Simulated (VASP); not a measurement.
**Bi: single point with PBEsol**

The system is Bi.

```xyz
2
Lattice="3.4886 -3.1326 0.0000 3.4886 3.1326 0.0000 -1.2602 0.0000 3.1136" Properties=species:S:1:pos:R:3 pbc="T T T"
Bi    4.1738    0.0000    2.6695
Bi    1.5432    0.0000    0.4440
```

* Program: VASP 6.6.1
* Task: single point
* Functional: PBEsol
* Potentials or basis: VASP PAW PBE potentials, release 64 (Bi_d)
* Cutoff: 520 eV
* k mesh: 6 × 6 × 9
* Occupations: fermi-dirac, width 0.05 eV
* Spin: no spin polarisation
* Dipole correction: no
* Further INCAR settings: ALGO = Fast; EDIFF = 1e-07; NBANDS = 22

* Pressure: -2.5 GPa
* Largest force: 0.057 eV/Å
* Band gap on the k mesh: zero (band 15 reaches 9.75 eV, above the bottom of band 16 at 4.90 eV)

Forces on the atoms (eV/Å):
```
Bi   0.050  0.000  0.027
Bi  -0.050  0.000 -0.027
```

Stress tensor (GPa, compression positive):
```
-2.46  0.00 -0.20
 0.00 -3.26  0.00
-0.20  0.00 -1.88
```

Levels at points of the mesh, in eV from the Fermi level:
| k point | band 12 | band 13 | band 14 | band 15 | band 16 | band 17 | band 18 | band 19 |
| --- | --- | --- | --- | --- | --- | --- | --- | --- |
| (0.00, 0.00, 0.00) | -9.18 | -3.06 | -2.78 | 2.75 | 3.07 | 3.73 | 4.11 | 4.27 |
| (0.50, 0.00, 0.00) | -11.45 | -1.13 | -0.97 | -0.73 | -0.66 | 3.41 | 4.54 | 7.65 |
| (0.50, 0.50, 0.00) | -11.00 | -4.93 | -4.91 | 3.14 | 3.88 | 5.18 | 5.54 | 8.85 |

Run time: 64 s on 1 thread of Intel(R) Xeon(R) 6975P-C (Granite Rapids) (shared host), peak memory 0.25 GiB.

Caveat: the PAW data sets were made with another functional, which shifts forces and pressure a little; spin-orbit coupling is left out, which moves the levels of the heavy elements.
